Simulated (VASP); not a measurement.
Input of a VASP 6.6.1 run:

Contents of INCAR:

```
ALGO = Fast ; EDIFF = 1E-6
ENCUT = 520 ; GGA = PS
ISIF = 2 ; ISMEAR = 0
LASPH = True ; LCHARG = False
LREAL = False ; LWAVE = False
NBANDS = 16 ; NELM = 60
PREC = Accurate ; SIGMA = 0.1
```

Contents of KPOINTS:

```
k-points
0
Gamma
  8 8 4
```

Contents of POSCAR:

```
Cs
1.0
    5.4257568259      0.1154451876      0.0000000000
   -2.6128999478      4.5256681817      0.0000000000
    0.0000000000      0.0000000000      9.4692945259
Cs
2
Direct
    0.3125888627      0.6562944364      0.2500000000
    0.6874111373      0.3437055636      0.7500000000
```

Potentials or basis: VASP PAW PBE potentials, release 64 (Cs_sv).

Launch:

```sh
$ cat potpaw_PBE.64/Cs_sv/POTCAR > POTCAR
$ mpirun -np 1 vasp_std > vasp.out
```

Q: Predict the band gap on the k mesh.

A: Zero (bands 9 and 10 overlap by 1.76 eV).

Q: Estimate the pressure.

A: -0.1 GPa.

Stress tensor (GPa, compression positive):
```
-0.07 -0.02  0.00
-0.02 -0.05  0.00
 0.00  0.00 -0.27
```

Caveat: the cell differs from its parent crystal (strained); the PAW data sets were made with another functional, which shifts forces and pressure a little; spin-orbit coupling is left out, which moves the levels of the heavy elements.
